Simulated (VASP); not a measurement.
# InP: single point with LDA

Crystal: InP.

```
In P
1.0
     0.00000    2.98918    2.98918
     2.98918    0.00000    2.98918
     2.98918    2.98918    0.00000
In P
1 1
Cartesian
  0.0000 0.0000 0.0000
  4.4838 4.4838 4.4838
```

This cell differs from its parent crystal: volume 26.709 Å^3 an atom, c/a of the conventional cell 1.0000.

```json
{
 "Program": "VASP 6.6.1",
 "Task": "single point",
 "Functional": "LDA",
 "Potentials or basis": "VASP PAW LDA potentials, release 64 (In_d, P)",
 "Cutoff": "520 eV",
 "k mesh": "12 × 12 × 12",
 "Occupations": "gaussian, width 0.05 eV",
 "Spin": "no spin polarisation",
 "Dipole correction": "no",
 "Further INCAR settings": "ALGO = Normal; EDIFF = 1e-06; NBANDS = 16"
}
```

The pressure is -4.6 GPa. The band gap on the k mesh is 0.19 eV, direct.

Levels at points of the mesh, in eV from the valence-band top:
```
           k point  band 5  band 6  band 7  band 8  band 9  band 10  band 11  band 12  band 13  band 14
(0.00, 0.00, 0.00)  -13.95  -11.15    0.00    0.00    0.00     0.19     3.96     3.96     3.96     8.01
(0.50, 0.00, 0.00)  -13.93   -9.59   -5.53   -0.91   -0.91     1.18     4.69     4.69     6.76     8.96
(0.50, 0.50, 0.00)  -13.92   -8.99   -5.61   -2.16   -2.16     1.69     2.12     8.63     9.03     9.03
```

It took 39 s on 1 thread of Intel(R) Xeon(R) Platinum 8259CL CPU @ 2.50GHz (Skylake/Cascade Lake), with other jobs on the host, peak memory 0.19 GiB.

Caveat: spin-orbit coupling is left out, which moves the levels of the heavy elements.
